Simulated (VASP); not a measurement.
# PbSe (rock salt type) (Fm-3m) in VASP: further runs, part 3 of 3

VASP 6.6.1.

## Step 4: Single point, HSE06

This run uses another cell than the first one, of 29.34 Å³/atom.

POSCAR reads:

```
PbSe
1.0
    0.0000000000      3.0841604459      3.0841604459
    3.0841604459      0.0000000000      3.0841604459
    3.0841604459      3.0841604459      0.0000000000
Pb Se
1 1
Direct
    0.0000000000      0.0000000000      0.0000000000
    0.5000000000      0.5000000000      0.5000000000
```

INCAR.step1 reads:

```
ALGO = Normal
EDIFF = 1E-5
ENCUT = 520
GGA = PE
ISIF = 2
ISMEAR = -1
LASPH = T
LCHARG = F
LREAL = F
LWAVE = T
NBANDS = 17
NELM = 100
PREC = Accurate
SIGMA = 0.05
```

INCAR.step2 reads:

```
ALGO = Normal
EDIFF = 1E-6
ENCUT = 520
GGA = PE
HFSCREEN = 0.2079
ISIF = 2
ISMEAR = -1
ISTART = 1
LASPH = T
LCHARG = F
LHFCALC = T
LREAL = F
LWAVE = F
NBANDS = 17
NELM = 100
PREC = Accurate
PRECFOCK = Normal
SIGMA = 0.05
```

KPOINTS reads:

```
k-points
0
Gamma
  4 4 4
```

Potentials or basis: VASP PAW PBE potentials, release 64 (Pb_d, Se).

Command:

```console
$ cat potpaw_PBE.64/Pb_d/POTCAR potpaw_PBE.64/Se/POTCAR > POTCAR
$ cp INCAR.step1 INCAR
$ mpirun -np 1 vasp_std > vasp.out
$ cp INCAR.step2 INCAR
$ mpirun -np 1 vasp_std > vasp.out
```

OUTCAR:

```text
EDIFF = 1E-6
   ENCUT = 520
   GGA = PE
   HFSCREEN = 0.2079
   ISIF = 2
   ISMEAR = -1
   ISTART = 1
   LASPH = T
   LHFCALC = T
   LREAL = F
   NELM = 100
   PREC = Accurate
   PRECFOCK = Normal

 ion  position               nearest neighbor table
   1  0.000  0.000  0.000-   2 3.08   2 3.08   2 3.08   2 3.08   2 3.08   2 3.08
   2  0.500  0.500  0.500-   1 3.08   1 3.08   1 3.08   1 3.08   1 3.08   1 3.08

  LATTYP: Found a face centered cubic cell.
 ALAT       =     6.1683208918

  Lattice vectors:

 A1 = (   0.0000000000,   3.0841604459,   3.0841604459)
 A2 = (   3.0841604459,   0.0000000000,   3.0841604459)
 A3 = (   3.0841604459,   3.0841604459,   0.0000000000)

Analysis of symmetry for initial positions (statically):
=====================================================================
 Subroutine PRICEL returns:
 Original cell was already a primitive cell.

 Routine SETGRP: Setting up the symmetry group for a
 face centered cubic supercell.

 Subroutine GETGRP returns: Found 48 space group operations
 (whereof 48 operations were pure point group operations)
 out of a pool of 48 trial point group operations.

The static configuration has the point symmetry O_h .

Analysis of symmetry for dynamics (positions and initial velocities):
=====================================================================
 Subroutine PRICEL returns:
 Original cell was already a primitive cell.

 Routine SETGRP: Setting up the symmetry group for a
 face centered cubic supercell.

 Subroutine GETGRP returns: Found 48 space group operations
 (whereof 48 operations were pure point group operations)
 out of a pool of 48 trial point group operations.

The dynamic configuration has the point symmetry O_h .

 Subroutine INISYM returns: Found 48 space group operations
 (whereof 48 operations are pure point group operations),
 and found     1 'primitive' translations

----------------------------------------------------------------------------------------

                                     Primitive cell

  volume of cell :      58.6733

  direct lattice vectors                    reciprocal lattice vectors
     0.000000000  3.084160446  3.084160446    -0.162118673  0.162118673  0.162118673
     3.084160446  0.000000000  3.084160446     0.162118673 -0.162118673  0.162118673
     3.084160446  3.084160446  0.000000000     0.162118673  0.162118673 -0.162118673

  length of vectors
     4.361661531  4.361661531  4.361661531     0.280797779  0.280797779  0.280797779

  position of ions in fractional coordinates (direct lattice)
     0.000000000  0.000000000  0.000000000
     0.500000000  0.500000000  0.500000000

  ion indices of the primitive-cell ions
   primitive index   ion index
                 1           1
                 2           2

----------------------------------------------------------------------------------------

 KPOINTS: k-points

Automatic generation of k-mesh.
 Grid dimensions read from file:
 generate k-points for:    4    4    4

 Generating k-lattice:

  Cartesian coordinates                     Fractional coordinates (reciprocal lattice)
    -0.040529668  0.040529668  0.040529668     0.250000000  0.000000000  0.000000000
     0.040529668 -0.040529668  0.040529668     0.000000000  0.250000000  0.000000000
     0.040529668  0.040529668 -0.040529668     0.000000000  0.000000000  0.250000000

  Length of vectors
     0.070199445  0.070199445  0.070199445

  Shift w.r.t. Gamma in fractional coordinates (k-lattice)
     0.000000000  0.000000000  0.000000000

 Subroutine IBZKPT returns following result:
 ===========================================

 Found      8 irreducible k-points:

 Following reciprocal coordinates:
            Coordinates               Weight
  0.000000  0.000000  0.000000      1.000000
  0.250000  0.000000  0.000000      8.000000
  0.500000  0.000000  0.000000      4.000000
  0.250000  0.250000  0.000000      6.000000
  0.500000  0.250000  0.000000     24.000000
 -0.250000  0.250000  0.000000     12.000000
  0.500000  0.500000  0.000000      3.000000
 -0.250000  0.500000  0.250000      6.000000
   k-points           NKPTS =      8   k-points in BZ     NKDIM =     64   number of bands    NBANDS=     17
   number of dos      NEDOS =    301   number of ions     NIONS =      2
   total plane-waves  NPLWV =  32768
   dimension x,y,z NGX =    32 NGY =   32 NGZ =   32
   dimension x,y,z NGXF=    64 NGYF=   64 NGZF=   64
   ions per type =               1   1
   NGX,Y,Z   is equivalent  to a cutoff of  12.20, 12.20, 12.20 a.u.
   NGXF,Y,Z  is equivalent  to a cutoff of  24.39, 24.39, 24.39 a.u.
 SYSTEM =  unknown system
   PREC   = accura    normal or accurate (medium, high low for compatibility)
   ISTART =      1    job   : 0-new  1-cont  2-samecut
   ICHARG =      0    charge: 1-file 2-atom 10-const
   ISPIN  =      1    spin polarized calculation?
   LNONCOLLINEAR =      F non collinear calculations
   LSORBIT =      F    spin-orbit coupling
   LASPH  =      T    aspherical Exc in radial PAW
   ENCUT  =  520.0 eV  38.22 Ry    6.18 a.u.   8.11  8.11  8.11*2*pi/ulx,y,z
   NELM   =    100;   NELMIN=  2; NELMDL=  0     # of ELM steps
   EDIFF  = 0.1E-05   stopping-criterion for ELM
   LREAL  =      F    real-space projection
   EDIFFG = 0.1E-04   stopping-criterion for IOM
   NSW    =      0    number of steps for IOM
   IBRION =     -1    ionic relax: 0-MD 1-quasi-New 2-CG
   NFREE  =      0    steps in history (QN), initial steepest desc. (CG)
   ISIF   =      2    stress and relaxation
   ISYM   =      3    0-nonsym 1-usesym 2-fastsym
   POTIM  = 0.5000    time-step for ionic-motion
   TEBEG  =    0.0;   TEEND  =   0.0 temperature during run
   PSTRESS=    0.0 pullay stress
   NELECT =      20.0000    total number of electrons
   NUPDOWN=      -1.0000    fix difference up-down
   EMIN   =  10.00;   EMAX   =-10.00  energy-range for DOS
   EFERMI =   0.00;   METHOD = LEGACY
   ISMEAR =    -1;   SIGMA  =   0.05  broadening in eV -4-tet -1-fermi 0-gaus
   EFERMI_NEDOS =   21; number of points for ismear=-14 and -15
   IALGO  =     38    algorithm
   IMIX   =      1    mixing-type and parameters
     AMIX     =   0.40;   BMIX     =  1.00
     AMIX_MAG =   1.60;   BMIX_MAG =  1.00
  volume/ion in A,a.u.               =      29.34       197.97
  Fermi-wavevector in a.u.,A,eV,Ry     =   1.143592  2.161076 17.793743  1.307803
  Thomas-Fermi vector in A             =   2.280287
   LORBIT       =      0    0 simple, 1 ext, 2 COOP (PROOUT), +10 PAW based schemes
   GGA     = PE    functional components
   LHFCALC =     T    Hartree Fock is set to
   PRECFOCK=normal    Normal, Fast or Accurate (Low or Medium for compatibility)
   ENCUT4O =  -1.0   cutoff for four orbital integrals eV
   NKREDX  =     1    reduce k-point grid by
   NKREDY  =     1    reduce k-point grid by
   NKREDZ  =     1    reduce k-point grid by
   AEXX    =    0.2500 exact exchange contribution
   HFSCREEN=    0.2079 screening length (either q_TF or 0.3 A-1)
   HFSCREENC=   0.2079 screening length for correlation (either q_TF or 0.3 A-1)
   ENCUTFOCK=  -1.0 apply spherical cutoff to Coloumb kernel
   IVDW    =     0    specifies the selected vdW correction
   LEPSILON=     F    determine dielectric tensor
   LRPA    =     F    only Hartree local field effects (RPA)
 non-spin polarized calculation
  energy-cutoff  :      520.00
  volume of cell :       58.67
 maximum number of plane-waves:      1604
  NGX = 28; NGY = 28; NGZ = 28

 number of electron      19.9999993 magnetization

 Free energy of the ion-electron system (eV)
  ---------------------------------------------------
  ext. energy  EPLUGINS =         0.00000000
  ---------------------------------------------------
  free energy    TOTEN  =        -9.72724124 eV

  energy without entropy =       -9.72720151  energy(sigma->0) =       -9.72722138

 E-fermi :   4.8710     XC(G=0):  -7.8481

 val. band max:        4.4739483566   @ k =   0.5000   0.0000   0.0000
 cond. band min:       5.2681195321   @ k =   0.5000   0.0000   0.0000
 fundamental gap:      0.7941711755
 Fermi energy:         4.8710339296

 k-point     1 :       0.0000    0.0000    0.0000
  band No.  band energies     occupation
      1     -14.0977      2.00000
      2     -14.0977      2.00000
      3     -14.0931      2.00000
      4     -14.0931      2.00000
      5     -14.0931      2.00000
      6     -10.3303      2.00000
[... 137 lines left out ...]
      4     -14.0820      2.00000
      5     -14.0527      2.00000
      6      -8.8003      2.00000
[... 9 lines left out ...]
     16      17.1583      0.00000
     17      18.0263      0.00000

------------------------ aborting loop because EDIFF is reached ----------------------------------------

  FORCE on cell =-STRESS in cart. coord.  units (eV):
  Direction    XX          YY          ZZ          XY          YZ          ZX
  --------------------------------------------------------------------------------------
  -------------------------------------------------------------------------------------
  Total        0.0007980      0.0007980      0.0007980      0.0000000      0.0000000     -0.0000000
  in kB        0.0217906      0.0217906      0.0217906      0.0000000      0.0000000     -0.0000000
  external PRESSURE =       0.0217906 kB  Pullay stress =       0.0000000 kB

 VOLUME and BASIS-vectors are now :
 -----------------------------------------------------------------------------
  energy-cutoff  :      520.00
  volume of cell :       58.67
      direct lattice vectors                 reciprocal lattice vectors
     0.000000000  3.084160446  3.084160446    -0.162118673  0.162118673  0.162118673
     3.084160446  0.000000000  3.084160446     0.162118673 -0.162118673  0.162118673
     3.084160446  3.084160446  0.000000000     0.162118673  0.162118673 -0.162118673

 POSITION                                       TOTAL-FORCE (eV/Angst)
 -----------------------------------------------------------------------------------
      0.00000      0.00000      0.00000         0.000000      0.000000      0.000000
      3.08416      3.08416      3.08416        -0.000000     -0.000000     -0.000000
 -----------------------------------------------------------------------------------
    total drift:                               -0.000002     -0.000001     -0.000001

  FREE ENERGIE OF THE ION-ELECTRON SYSTEM (eV)
  ---------------------------------------------------
  free  energy   TOTEN  =        -9.7272412443 eV

  energy  without entropy=       -9.7272015120  energy(sigma->0) =       -9.72722138
```

It took 28 min on 1 thread of Intel Xeon 8259CL, shared host; peak memory 0.3 GiB.

What came out:

| Item | Value |
| --- | --- |
| Free energy | -9.7272 eV |
| Pressure | 0.0 GPa |
| Band gap on the k mesh | 0.79 eV |

Levels at points of the mesh, in eV from the valence-band top:
```csv
k point,band 7,band 8,band 9,band 10,band 11,band 12,band 13,band 14
"(0.00, 0.00, 0.00)",-6.66,-2.06,-2.06,-2.06,5.45,5.45,5.45,7.23
"(0.50, 0.00, 0.00)",-9.45,-1.66,-1.66,0.00,0.79,2.24,2.24,9.32
"(0.50, 0.50, 0.00)",-7.84,-5.37,-3.49,-3.49,4.28,6.39,6.39,6.85
```

Caveat: the k points lie up to 0.44 Å⁻¹ apart; the PAW data sets were made with another functional, which shifts forces and pressure a little; spin-orbit coupling is left out, which moves the levels of the heavy elements. A k mesh can miss the band edges.

## Step 5: Single point, HSE06

This run uses another cell than the first one, of 29.34 Å³/atom.

POSCAR is that of step 4.

INCAR.step1 reads:

```
SYSTEM = PbSe
PREC = Accurate
ENCUT = 520
EDIFF = 1E-5
ISMEAR = -1
SIGMA = 0.05
LREAL = .FALSE.
LASPH = .TRUE.
NELM = 100
ALGO = Normal
ISIF = 2
LWAVE = .TRUE.
LCHARG = .FALSE.
NBANDS = 17
GGA = PE
```

INCAR.step2 reads:

```
SYSTEM = PbSe
PREC = Accurate
ENCUT = 520
EDIFF = 1E-7
ISMEAR = -1
SIGMA = 0.05
LREAL = .FALSE.
LASPH = .TRUE.
NELM = 100
ALGO = Normal
ISIF = 2
LWAVE = .FALSE.
LCHARG = .FALSE.
GGA = PE
LHFCALC = .TRUE.
HFSCREEN = 0.2079
PRECFOCK = Normal
NBANDS = 17
ISTART = 1
```

KPOINTS reads:

```
regular mesh
0
G
  4 4 4
  0 0 0
```

Command:

```console
$ cat potpaw_PBE.64/Pb_d/POTCAR potpaw_PBE.64/Se/POTCAR > POTCAR
$ cp INCAR.step1 INCAR
$ mpirun -np 1 vasp_std > vasp.out
$ cp INCAR.step2 INCAR
$ mpirun -np 1 vasp_std > vasp.out
```

Run time: 34 min. Hardware: 1 thread of Intel Xeon 8259CL, shared host; peak memory 0.3 GiB.

It converged, with:

```yaml
Free_energy: -9.7272 eV
Pressure: 0.0 GPa
Band_gap_on_the_k_mesh: 0.79 eV
```

Levels at points of the mesh, in eV from the valence-band top:
| k point | band 7 | band 8 | band 9 | band 10 | band 11 | band 12 | band 13 | band 14 |
| --- | --- | --- | --- | --- | --- | --- | --- | --- |
| (0.00, 0.00, 0.00) | -6.66 | -2.06 | -2.06 | -2.06 | 5.45 | 5.45 | 5.45 | 7.23 |
| (0.50, 0.00, 0.00) | -9.45 | -1.66 | -1.66 | 0.00 | 0.79 | 2.24 | 2.24 | 9.32 |
| (0.50, 0.50, 0.00) | -7.84 | -5.37 | -3.49 | -3.49 | 4.28 | 6.39 | 6.39 | 6.85 |

Caveat: the k points lie up to 0.44 Å⁻¹ apart; the PAW data sets were made with another functional, which shifts forces and pressure a little; spin-orbit coupling is left out, which moves the levels of the heavy elements. A k mesh can miss the band edges.
